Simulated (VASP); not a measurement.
# MgH2 (Fm-3m) in VASP: a series of runs, part 3 of 3

VASP 6.6.1.

**5. Single point, LDA**

This run uses another cell than the first one, of 8.50 Å³/atom.

INCAR reads:

```
SYSTEM = MgH2
PREC = Accurate
ENCUT = 600
EDIFF = 1E-6
ISMEAR = -1
SIGMA = 0.01
LREAL = .FALSE.
LASPH = .TRUE.
NELM = 120
ALGO = Normal
ISIF = 2
LWAVE = .FALSE.
LCHARG = .TRUE.
LELF = .TRUE.
LVHAR = .TRUE.
NBANDS = 9
GGA_COMPAT = .FALSE.
```

KPOINTS reads:

```
Automatic mesh
0
G
  8 8 8
  0 0 0
```

POSCAR reads:

```
MgH2
1.0
    0.0000000000      2.3359263852      2.3359263852
    2.3359263852      0.0000000000      2.3359263852
    2.3359263852      2.3359263852      0.0000000000
Mg H
1 2
Direct
    0.0000000000      0.0000000000      0.0000000000
    0.2500000000      0.2500000000      0.2500000000
    0.7500000000      0.7500000000      0.7500000000
```

Potentials or basis: VASP PAW LDA potentials, release 64 (Mg, H).

On the command line:

```bash
> cat potpaw_LDA.64/Mg/POTCAR potpaw_LDA.64/H/POTCAR > POTCAR
> mpirun -np 1 vasp_std > vasp.out
```

OUTCAR:

```text
SYSTEM = MgH2
   PREC = Accurate
   ENCUT = 600
   EDIFF = 1E-6
   ISMEAR = -1
   LREAL = .FALSE.
   LASPH = .TRUE.
   NELM = 120
   ISIF = 2

 ion  position               nearest neighbor table
   1  0.000  0.000  0.000-   3 2.02   3 2.02   3 2.02   2 2.02   3 2.02   2 2.02   2 2.02   2 2.02

   2  0.250  0.250  0.250-   1 2.02   1 2.02   1 2.02   1 2.02
   3  0.750  0.750  0.750-   1 2.02   1 2.02   1 2.02   1 2.02

  LATTYP: Found a face centered cubic cell.
 ALAT       =     4.6718527704

  Lattice vectors:

 A1 = (   0.0000000000,   2.3359263852,   2.3359263852)
 A2 = (   2.3359263852,   0.0000000000,   2.3359263852)
 A3 = (   2.3359263852,   2.3359263852,   0.0000000000)

Analysis of symmetry for initial positions (statically):
=====================================================================
 Subroutine PRICEL returns:
 Original cell was already a primitive cell.

 Routine SETGRP: Setting up the symmetry group for a
 face centered cubic supercell.

 Subroutine GETGRP returns: Found 48 space group operations
 (whereof 48 operations were pure point group operations)
 out of a pool of 48 trial point group operations.

The static configuration has the point symmetry O_h .

Analysis of symmetry for dynamics (positions and initial velocities):
=====================================================================
 Subroutine PRICEL returns:
 Original cell was already a primitive cell.

 Routine SETGRP: Setting up the symmetry group for a
 face centered cubic supercell.

 Subroutine GETGRP returns: Found 48 space group operations
 (whereof 48 operations were pure point group operations)
 out of a pool of 48 trial point group operations.

The dynamic configuration has the point symmetry O_h .

 Subroutine INISYM returns: Found 48 space group operations
 (whereof 48 operations are pure point group operations),
 and found     1 'primitive' translations

----------------------------------------------------------------------------------------

                                     Primitive cell

  volume of cell :      25.4922

  direct lattice vectors                    reciprocal lattice vectors
     0.000000000  2.335926385  2.335926385    -0.214047841  0.214047841  0.214047841
     2.335926385  0.000000000  2.335926385     0.214047841 -0.214047841  0.214047841
     2.335926385  2.335926385  0.000000000     0.214047841  0.214047841 -0.214047841

  length of vectors
     3.303498775  3.303498775  3.303498775     0.370741736  0.370741736  0.370741736

  position of ions in fractional coordinates (direct lattice)
     0.000000000  0.000000000  0.000000000
     0.250000000  0.250000000  0.250000000
     0.750000000  0.750000000  0.750000000

  ion indices of the primitive-cell ions
   primitive index   ion index
                 1           1
                 2           2
                 3           3

----------------------------------------------------------------------------------------

 KPOINTS: Automatic mesh

Automatic generation of k-mesh.
[... 23 lines left out ...]
  0.000000  0.000000  0.000000      1.000000
  0.125000  0.000000  0.000000      8.000000
  0.250000  0.000000  0.000000      8.000000
  0.375000  0.000000  0.000000      8.000000
  0.500000  0.000000  0.000000      4.000000
  0.125000  0.125000  0.000000      6.000000
[... 16 lines left out ...]
  0.500000  0.250000  0.125000     48.000000
 -0.375000  0.250000  0.125000     24.000000
 [... further k-points ...]
   k-points           NKPTS =     29   k-points in BZ     NKDIM =     29   number of bands    NBANDS=      9
   number of dos      NEDOS =    301   number of ions     NIONS =      3
   total plane-waves  NPLWV =  21952
   dimension x,y,z NGX =    28 NGY =   28 NGZ =   28
   dimension x,y,z NGXF=    56 NGYF=   56 NGZF=   56
   ions per type =               1   2
   NGX,Y,Z   is equivalent  to a cutoff of  14.09, 14.09, 14.09 a.u.
   NGXF,Y,Z  is equivalent  to a cutoff of  28.18, 28.18, 28.18 a.u.
 SYSTEM =  MgH2
   PREC   = accura    normal or accurate (medium, high low for compatibility)
   ISTART =      0    job   : 0-new  1-cont  2-samecut
   ICHARG =      2    charge: 1-file 2-atom 10-const
   ISPIN  =      1    spin polarized calculation?
   LNONCOLLINEAR =      F non collinear calculations
   LSORBIT =      F    spin-orbit coupling
   LASPH  =      T    aspherical Exc in radial PAW
   ENCUT  =  600.0 eV  44.10 Ry    6.64 a.u.   6.60  6.60  6.60*2*pi/ulx,y,z
   NELM   =    120;   NELMIN=  2; NELMDL= -5     # of ELM steps
   EDIFF  = 0.1E-05   stopping-criterion for ELM
   LREAL  =      F    real-space projection
   EDIFFG = 0.1E-04   stopping-criterion for IOM
   NSW    =      0    number of steps for IOM
   IBRION =     -1    ionic relax: 0-MD 1-quasi-New 2-CG
   NFREE  =      0    steps in history (QN), initial steepest desc. (CG)
   ISIF   =      2    stress and relaxation
   ISYM   =      2    0-nonsym 1-usesym 2-fastsym
   POTIM  = 0.5000    time-step for ionic-motion
   TEBEG  =    0.0;   TEEND  =   0.0 temperature during run
   PSTRESS=    0.0 pullay stress
   NELECT =       4.0000    total number of electrons
   NUPDOWN=      -1.0000    fix difference up-down
   EMIN   =  10.00;   EMAX   =-10.00  energy-range for DOS
   EFERMI =   0.00;   METHOD = LEGACY
   ISMEAR =    -1;   SIGMA  =   0.01  broadening in eV -4-tet -1-fermi 0-gaus
   EFERMI_NEDOS =   21; number of points for ismear=-14 and -15
   IALGO  =     38    algorithm
   IMIX   =      4    mixing-type and parameters
     AMIX     =   0.40;   BMIX     =  1.00
     AMIX_MAG =   1.60;   BMIX_MAG =  1.00
  volume/ion in A,a.u.               =       8.50        57.34
  Fermi-wavevector in a.u.,A,eV,Ry     =   0.882997  1.668622 10.608230  0.779683
  Thomas-Fermi vector in A             =   2.003703
   LORBIT       =      0    0 simple, 1 ext, 2 COOP (PROOUT), +10 PAW based schemes
   GGA     = CA    functional components
   LHFCALC =     F    Hartree Fock is set to
   AEXX    =    0.0000 exact exchange contribution
   IVDW    =     0    specifies the selected vdW correction
   LEPSILON=     F    determine dielectric tensor
   LRPA    =     F    only Hartree local field effects (RPA)
 non-spin polarized calculation
  energy-cutoff  :      600.00
  volume of cell :       25.49
 maximum number of plane-waves:       877
 NGX is ok and might be reduce to    28
   NGX = 13   NGY = 13   NGZ = 13

 number of electron       3.9999999 magnetization

 Free energy of the ion-electron system (eV)
  ---------------------------------------------------
  ext. energy  EPLUGINS =         0.00000000
  ---------------------------------------------------
  free energy    TOTEN  =        -9.19457505 eV

  energy without entropy =       -9.19457505  energy(sigma->0) =       -9.19457505

 E-fermi :   3.1126     XC(G=0):  -9.4918

 val. band max:        2.9312987757   @ k =  -0.3750   0.5000   0.1250
 cond. band min:       3.3001338193   @ k =   0.5000   0.3750   0.0000
 fundamental gap:      0.3688350437
 Fermi energy:         3.1126393821

 k-point     1 :       0.0000    0.0000    0.0000
  band No.  band energies     occupation
      1      -7.2506      2.00000
      2       4.3985      0.00000
      3      12.5045      0.00000
      4      12.5045      0.00000
      5      12.5045      0.00000
      6      15.2187      0.00000
      7      15.2187      0.00000
      8      15.2187      0.00000
      9      16.3501      0.00000
[... 265 lines left out ...]
 k-point    24 :      -0.3750    0.2500    0.1250
  band No.  band energies     occupation
      1      -2.2094      2.00000
      2      -2.1745      2.00000
      3       6.1560      0.00000
      4       6.8022      0.00000
      5      12.2384      0.00000
      6      12.2577      0.00000
      7      17.7487      0.00000
      8      18.1062      0.00000
      9      19.5706      0.00000

 [... further k-points ...]

------------------------ aborting loop because EDIFF is reached ----------------------------------------

  FORCE on cell =-STRESS in cart. coord.  units (eV):
  Direction    XX          YY          ZZ          XY          YZ          ZX
  --------------------------------------------------------------------------------------
  -------------------------------------------------------------------------------------
  Total       -0.1091261     -0.1091261     -0.1091261      0.0000000     -0.0000000      0.0000000
  in kB       -6.8585384     -6.8585384     -6.8585384      0.0000000     -0.0000000      0.0000000
  external PRESSURE =      -6.8585384 kB  Pullay stress =       0.0000000 kB

 VOLUME and BASIS-vectors are now :
 -----------------------------------------------------------------------------
  energy-cutoff  :      600.00
  volume of cell :       25.49
      direct lattice vectors                 reciprocal lattice vectors
     0.000000000  2.335926385  2.335926385    -0.214047841  0.214047841  0.214047841
     2.335926385  0.000000000  2.335926385     0.214047841 -0.214047841  0.214047841
     2.335926385  2.335926385  0.000000000     0.214047841  0.214047841 -0.214047841

 POSITION                                       TOTAL-FORCE (eV/Angst)
 -----------------------------------------------------------------------------------
      0.00000      0.00000      0.00000        -0.000000     -0.000000      0.000000
      1.16796      1.16796      1.16796         0.000000      0.000000      0.000000
      3.50389      3.50389      3.50389        -0.000000     -0.000000     -0.000000
 -----------------------------------------------------------------------------------
    total drift:                                0.000000      0.000000      0.000000

  FREE ENERGIE OF THE ION-ELECTRON SYSTEM (eV)
  ---------------------------------------------------
  free  energy   TOTEN  =        -9.1945750455 eV

  energy  without entropy=       -9.1945750453  energy(sigma->0) =       -9.19457505
```

Wall time 5.8 s (1 thread of Intel Xeon 6975P-C (Granite Rapids), shared host); peak memory 0.14 GiB.

What came out:

```yaml
Free_energy: -9.1946 eV
Pressure: -0.7 GPa
Band_gap_on_the_k_mesh: zero (bands 2 and 3 overlap by 1.88 eV)
```

**6. Summary**

```csv
cell,gap on the mesh (eV),pressure (GPa)
"a = 3.078 Å, angles 60.0°, 3 atoms",none,19.5
"a = 3.008 Å, angles 60.0°, 3 atoms",none,29.6
"a = 3.170 Å, angles 60.0°, 3 atoms",none,9.4
"a = 3.303 Å, angles 60.0°, 3 atoms",none,-0.7
```

Alike in all rows: task single point; level LDA; potentials or basis VASP PAW LDA potentials, release 64 (Mg, H); no spin polarisation; k mesh 8 × 8 × 8; cutoff (eV) 600; smearing fermi-dirac 0.01 eV.

Caveats: the cell stands under pressure (at least some runs).

Total energies depend on the potentials used, so only differences within one code and one set of settings carry meaning.
